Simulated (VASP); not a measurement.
# Li (P6_3/mmc) in VASP: notebook, part 2 of 2

VASP 6.6.1. The steps go on from the part before.

## Step 4: Single point, PBEsol (volume scaled by 0.78)

File INCAR:

```
  PREC = Accurate
  ENCUT = 520
  EDIFF = 1E-6
  ISMEAR = -1
  SIGMA = 0.1
  LREAL = F
  LASPH = T
  NELM = 80
  ALGO = Normal
  ISIF = 2
  LWAVE = F
  LCHARG = T
  GGA = PS
  LELF = T
  LVHAR = T
  NBANDS = 10
```

File KPOINTS:

```
regular mesh
0
Gamma
  14 14 8
```

File POSCAR:

```
Li
1.0
    2.8145311812      0.0000000000      0.0000000000
   -1.4072655906      2.4374555027      0.0000000000
    0.0000000000      0.0000000000      4.6011150102
Li
2
Direct
    0.3333333333      0.6666666667      0.2500000000
    0.6666666667      0.3333333333      0.7500000000
```

Potentials or basis: VASP PAW PBE potentials, release 64 (Li_sv).

Launch:

```bash
cat potpaw_PBE.64/Li_sv/POTCAR > POTCAR
mpirun -np 1 vasp_std > vasp.out
```

OUTCAR:

```text
PREC = Accurate
   ENCUT = 520
   EDIFF = 1E-6
   ISMEAR = -1
   LREAL = F
   LASPH = T
   NELM = 80
   ISIF = 2
   GGA = PS

 ion  position               nearest neighbor table
   1  0.333  0.667  0.250-
   2  0.667  0.333  0.750-

  LATTYP: Found a hexagonal cell.
 ALAT       =     2.8145311812
 C/A-ratio  =     1.6347713754

  Lattice vectors:

 A1 = (   2.8145311812,   0.0000000000,   0.0000000000)
 A2 = (  -1.4072655906,   2.4374555027,   0.0000000000)
 A3 = (   0.0000000000,   0.0000000000,   4.6011150102)

Analysis of symmetry for initial positions (statically):
=====================================================================
 Subroutine PRICEL returns:
 Original cell was already a primitive cell.

 Routine SETGRP: Setting up the symmetry group for a
 hexagonal supercell.

 Subroutine GETGRP returns: Found 24 space group operations
 (whereof 12 operations were pure point group operations)
 out of a pool of 24 trial point group operations.

The static configuration has the point symmetry D_3d.
 The point group associated with its full space group is D_6h.

Analysis of symmetry for dynamics (positions and initial velocities):
=====================================================================
 Subroutine PRICEL returns:
 Original cell was already a primitive cell.

 Routine SETGRP: Setting up the symmetry group for a
 hexagonal supercell.

 Subroutine GETGRP returns: Found 24 space group operations
 (whereof 12 operations were pure point group operations)
 out of a pool of 24 trial point group operations.

The dynamic configuration has the point symmetry D_3d.
 The point group associated with its full space group is D_6h.

 Subroutine INISYM returns: Found 24 space group operations
 (whereof 12 operations are pure point group operations),
 and found     1 'primitive' translations

----------------------------------------------------------------------------------------

                                     Primitive cell

  volume of cell :      31.5650

  direct lattice vectors                    reciprocal lattice vectors
     2.814531181  0.000000000  0.000000000     0.355298959  0.205131950  0.000000000
    -1.407265591  2.437455503  0.000000000     0.000000000  0.410263900  0.000000000
     0.000000000  0.000000000  4.601115010     0.000000000  0.000000000  0.217338623

  length of vectors
     2.814531181  2.814531181  4.601115010     0.410263900  0.410263900  0.217338623

  position of ions in fractional coordinates (direct lattice)
     0.333333333  0.666666667  0.250000000
     0.666666667  0.333333333  0.750000000

  ion indices of the primitive-cell ions
   primitive index   ion index
                 1           1
                 2           2

----------------------------------------------------------------------------------------

 KPOINTS: regular mesh

Automatic generation of k-mesh.
 Grid dimensions read from file:
 generate k-points for:   14   14    8

 Generating k-lattice:

  Cartesian coordinates                     Fractional coordinates (reciprocal lattice)
     0.025378497  0.014652282  0.000000000     0.071428571  0.000000000  0.000000000
     0.000000000  0.029304564  0.000000000     0.000000000  0.071428571  0.000000000
     0.000000000  0.000000000  0.027167328     0.000000000  0.000000000  0.125000000

  Length of vectors
     0.029304564  0.029304564  0.027167328

  Shift w.r.t. Gamma in fractional coordinates (k-lattice)
     0.000000000  0.000000000  0.000000000

 Subroutine IBZKPT returns following result:
 ===========================================

 Found    120 irreducible k-points:

 Following reciprocal coordinates:
            Coordinates               Weight
  0.000000  0.000000  0.000000      1.000000
  0.071429  0.000000  0.000000      6.000000
  0.142857  0.000000  0.000000      6.000000
  0.214286  0.000000  0.000000      6.000000
  0.285714  0.000000  0.000000      6.000000
  0.357143  0.000000  0.000000      6.000000
[... 16 lines left out ...]
  0.285714  0.285714  0.000000      6.000000
  0.357143  0.285714  0.000000      6.000000
 [... further k-points ...]
   k-points           NKPTS =    120   k-points in BZ     NKDIM =    120   number of bands    NBANDS=     10
   number of dos      NEDOS =    301   number of ions     NIONS =      2
   total plane-waves  NPLWV =  20736
   dimension x,y,z NGX =    24 NGY =   24 NGZ =   36
   dimension x,y,z NGXF=    48 NGYF=   48 NGZF=   72
   ions per type =               2
   NGX,Y,Z   is equivalent  to a cutoff of  14.18, 14.18, 13.01 a.u.
   NGXF,Y,Z  is equivalent  to a cutoff of  28.35, 28.35, 26.01 a.u.
 SYSTEM =  unknown system
   PREC   = accura    normal or accurate (medium, high low for compatibility)
   ISTART =      0    job   : 0-new  1-cont  2-samecut
   ICHARG =      2    charge: 1-file 2-atom 10-const
   ISPIN  =      1    spin polarized calculation?
   LNONCOLLINEAR =      F non collinear calculations
   LSORBIT =      F    spin-orbit coupling
   LASPH  =      T    aspherical Exc in radial PAW
   ENCUT  =  520.0 eV  38.22 Ry    6.18 a.u.   5.23  5.23  8.56*2*pi/ulx,y,z
   NELM   =     80;   NELMIN=  2; NELMDL= -5     # of ELM steps
   EDIFF  = 0.1E-05   stopping-criterion for ELM
   LREAL  =      F    real-space projection
   EDIFFG = 0.1E-04   stopping-criterion for IOM
   NSW    =      0    number of steps for IOM
   IBRION =     -1    ionic relax: 0-MD 1-quasi-New 2-CG
   NFREE  =      0    steps in history (QN), initial steepest desc. (CG)
   ISIF   =      2    stress and relaxation
   ISYM   =      2    0-nonsym 1-usesym 2-fastsym
   POTIM  = 0.5000    time-step for ionic-motion
   TEBEG  =    0.0;   TEEND  =   0.0 temperature during run
   PSTRESS=    0.0 pullay stress
   NELECT =       6.0000    total number of electrons
   NUPDOWN=      -1.0000    fix difference up-down
   EMIN   =  10.00;   EMAX   =-10.00  energy-range for DOS
   EFERMI =   0.00;   METHOD = LEGACY
   ISMEAR =    -1;   SIGMA  =   0.10  broadening in eV -4-tet -1-fermi 0-gaus
   EFERMI_NEDOS =   21; number of points for ismear=-14 and -15
   IALGO  =     38    algorithm
   IMIX   =      4    mixing-type and parameters
     AMIX     =   0.40;   BMIX     =  1.00
     AMIX_MAG =   1.60;   BMIX_MAG =  1.00
  volume/ion in A,a.u.               =      15.78       106.51
  Fermi-wavevector in a.u.,A,eV,Ry     =   0.941290  1.778780 12.055119  0.886026
  Thomas-Fermi vector in A             =   2.068786
   LORBIT       =      0    0 simple, 1 ext, 2 COOP (PROOUT), +10 PAW based schemes
   GGA     = PS    functional components
   LHFCALC =     F    Hartree Fock is set to
   AEXX    =    0.0000 exact exchange contribution
   IVDW    =     0    specifies the selected vdW correction
   LEPSILON=     F    determine dielectric tensor
   LRPA    =     F    only Hartree local field effects (RPA)
 non-spin polarized calculation
  energy-cutoff  :      520.00
  volume of cell :       31.57
 maximum number of plane-waves:       861
 NGX is ok and might be reduce to    24
   NGX = 11   NGY = 11   NGZ = 17

 number of electron       5.9999997 magnetization

 Free energy of the ion-electron system (eV)
  ---------------------------------------------------
  ext. energy  EPLUGINS =         0.00000000
  ---------------------------------------------------
  free energy    TOTEN  =        -3.82990900 eV

  energy without entropy =       -3.80130016  energy(sigma->0) =       -3.81560458

 E-fermi :   1.3796     XC(G=0):  -7.6587

 val. band max:        1.3785196403   @ k =   0.0714   0.0000   0.0000
 cond. band min:       1.3828231148   @ k =   0.4286   0.0714   0.2500
 fundamental gap:      0.0043034745
 Fermi energy:         1.3795853325

 k-point     1 :       0.0000    0.0000    0.0000
  band No.  band energies     occupation
      1     -44.1212      2.00000
      2     -44.0716      2.00000
      3      -2.4484      2.00000
      4       1.2516      1.56491
      5       5.2485      0.00000
      6      16.2141      0.00000
      7      16.2141      0.00000
      8      17.8381      0.00000
      9      17.8381      0.00000
     10      18.6186      0.00000
[... 287 lines left out ...]
 k-point    24 :       0.3571    0.2857    0.0000
  band No.  band energies     occupation
      1     -44.0616      2.00000
      2     -44.0578      2.00000
      3       2.5629      0.00001
      4       3.7705      0.00000
      5       4.6989      0.00000
      6       8.3618      0.00000
      7       8.7556      0.00000
      8       9.1713      0.00000
      9      11.5426      0.00000
     10      14.5425      0.00000

 [... further k-points ...]

------------------------ aborting loop because EDIFF is reached ----------------------------------------

  FORCE on cell =-STRESS in cart. coord.  units (eV):
  Direction    XX          YY          ZZ          XY          YZ          ZX
  --------------------------------------------------------------------------------------
  -------------------------------------------------------------------------------------
  Total        0.9724533      0.9724533      0.9796147      0.0000000      0.0000000      0.0000000
  in kB       49.3598085     49.3598085     49.7233091      0.0000000      0.0000000      0.0000000
  external PRESSURE =      49.4809753 kB  Pullay stress =       0.0000000 kB

 VOLUME and BASIS-vectors are now :
 -----------------------------------------------------------------------------
  energy-cutoff  :      520.00
  volume of cell :       31.57
      direct lattice vectors                 reciprocal lattice vectors
     2.814531181  0.000000000  0.000000000     0.355298959  0.205131950  0.000000000
    -1.407265591  2.437455503  0.000000000     0.000000000  0.410263900  0.000000000
     0.000000000  0.000000000  4.601115010     0.000000000  0.000000000  0.217338623

 POSITION                                       TOTAL-FORCE (eV/Angst)
 -----------------------------------------------------------------------------------
     -0.00000      1.62497      1.15028        -0.000000      0.000000      0.000000
      1.40727      0.81249      3.45084         0.000000      0.000000      0.000000
 -----------------------------------------------------------------------------------
    total drift:                               -0.000000      0.000000      0.000000

  FREE ENERGIE OF THE ION-ELECTRON SYSTEM (eV)
  ---------------------------------------------------
  free  energy   TOTEN  =        -3.8299089962 eV

  energy  without entropy=       -3.8013001605  energy(sigma->0) =       -3.81560458
```

Wall time 9.8 s (1 thread of Intel Xeon 6975P-C (Granite Rapids), shared host); peak memory 0.16 GiB.

What came out:

```yaml
Free_energy: -3.8299 eV
Band_gap_on_the_k_mesh: zero (band 3 reaches 3.56 eV, above the bottom of band 4 at -1.26 eV)
```

Levels at points of the mesh, in eV from the Fermi level:
| k point | band 1 | band 2 | band 3 | band 4 | band 5 | band 6 | band 7 | band 8 |
| --- | --- | --- | --- | --- | --- | --- | --- | --- |
| (0.00, 0.00, 0.00) | -45.50 | -45.45 | -3.83 | -0.13 | 3.87 | 14.83 | 14.83 | 16.46 |
| (0.50, 0.00, 0.00) | -45.45 | -45.44 | -0.15 | 1.38 | 5.48 | 6.76 | 7.67 | 9.45 |
| (0.00, 0.00, 0.50) | -45.48 | -45.48 | -2.63 | -2.63 | 9.51 | 9.51 | 15.94 | 15.94 |
| (0.50, 0.00, 0.50) | -45.44 | -45.44 | 0.72 | 0.72 | 4.43 | 4.43 | 11.63 | 11.63 |

Caveat: the cell differs from its parent crystal (volume scaled by 0.78); the cutoff is under 1.25 times the usual one of these potentials, so pressure, stress and relaxed cells hold a basis-set (Pulay) error; the PAW data sets were made with another functional, which shifts forces and pressure a little.

## Step 5: Single point, PBEsol

This run uses another cell than the first one, of 17.81 Å³/atom, 1.294 times its volume.

INCAR: that of step 4 with these lines changed.

```diff
@@ -11,6 +11,4 @@
   LWAVE = F
-  LCHARG = T
+  LCHARG = F
   GGA = PS
-  LELF = T
-  LVHAR = T
   NBANDS = 10
```

KPOINTS is that of step 4.

File POSCAR:

```
Li
1.0
    2.9300076499      0.0000000000      0.0000000000
   -1.4650038249      2.5374610581      0.0000000000
    0.0000000000      0.0000000000      4.7898926357
Li
2
Direct
    0.3333333333      0.6666666667      0.2500000000
    0.6666666667      0.3333333333      0.7500000000
```

Launch:

```bash
cat potpaw_PBE.64/Li_sv/POTCAR > POTCAR
mpirun -np 1 vasp_std > vasp.out
```

Run time: 9.8 s. Hardware: 1 thread of Intel Xeon 6975P-C (Granite Rapids), shared host; peak memory 0.16 GiB.

Results (log left out):

```
Free energy            : -3.9202 eV
Band gap on the k mesh : zero (band 3 reaches 3.04 eV, above the bottom of band 4 at -1.55 eV)
```

Levels at points of the mesh, in eV from the Fermi level:
```tsv
k point	band 1	band 2	band 3	band 4	band 5	band 6	band 7	band 8
(0.00, 0.00, 0.00)	-45.68	-45.65	-3.70	-0.07	3.39	13.66	13.66	15.17
(0.50, 0.00, 0.00)	-45.65	-45.64	-0.11	1.22	5.09	6.30	6.96	8.67
(0.00, 0.00, 0.50)	-45.67	-45.67	-2.54	-2.54	8.74	8.74	14.67	14.67
(0.50, 0.00, 0.50)	-45.64	-45.64	0.71	0.71	3.97	3.97	10.74	10.74
```

Caveat: the cutoff is under 1.25 times the usual one of these potentials, so pressure, stress and relaxed cells hold a basis-set (Pulay) error; the PAW data sets were made with another functional, which shifts forces and pressure a little.

## Step 6: The runs side by side

| cell | gap on the mesh (eV) |
| --- | --- |
| a = 2.689, b = 2.689, c = 4.395 Å, angles 90.0, 90.0, 120.0°, 2 atoms | none |
| a = 2.815, b = 2.815, c = 4.601 Å, angles 90.0, 90.0, 120.0°, 2 atoms | none |
| a = 2.930, b = 2.930, c = 4.790 Å, angles 90.0, 90.0, 120.0°, 2 atoms | none |

Alike in all rows: task single point; level PBEsol; potentials or basis VASP PAW PBE potentials, release 64 (Li_sv); no spin polarisation; k mesh 14 × 14 × 8; cutoff (eV) 520; smearing fermi-dirac 0.1 eV.

Caveats: the cutoff is under 1.25 times the usual one of these potentials, so pressure, stress and relaxed cells hold a basis-set (Pulay) error; the PAW data sets were made with another functional, which shifts forces and pressure a little.

Total energies depend on the potentials used, so only differences within one code and one set of settings carry meaning.
